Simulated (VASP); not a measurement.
Input of a VASP 6.6.1 run:

INCAR

```
PREC     = Accurate       # precision mode
ENCUT    = 520            # plane-wave cutoff, eV
EDIFF    = 1E-7           # SCF threshold, eV
ISMEAR   = 0              # smearing method
SIGMA    = 0.02           # smearing width, eV
LREAL    = F              # projectors in reciprocal space
LASPH    = T              # aspherical terms in the spheres
NELM     = 100            # most SCF steps
ALGO     = Normal         # electronic algorithm
ISIF     = 2              # what is computed and relaxed
LWAVE    = F              # write WAVECAR
LCHARG   = F              # write CHGCAR
GGA      = PS             # functional
NBANDS   = 17             # bands
```

File KPOINTS:

```
Automatic mesh
0
Gamma
  11 11 11
```

The input POSCAR:

```
TePb
1.0
    0.0000000000      3.2943690292      3.2943690292
    3.2943690292      0.0000000000      3.2943690292
    3.2943690292      3.2943690292      0.0000000000
Pb Te
1 1
Direct
    0.0000000000      0.0000000000      0.0000000000
    0.5000000000      0.5000000000      0.5000000000
```

Potentials or basis: VASP PAW PBE potentials, release 64 (Pb_d, Te).

The run is started by

```bash
$ cat potpaw_PBE.64/Pb_d/POTCAR potpaw_PBE.64/Te/POTCAR > POTCAR
$ mpirun -np 1 vasp_std > vasp.out
```

Task: Predict the pressure.

Result: -2.6 GPa.

Caveat: the PAW data sets were made with another functional, which shifts forces and pressure a little.
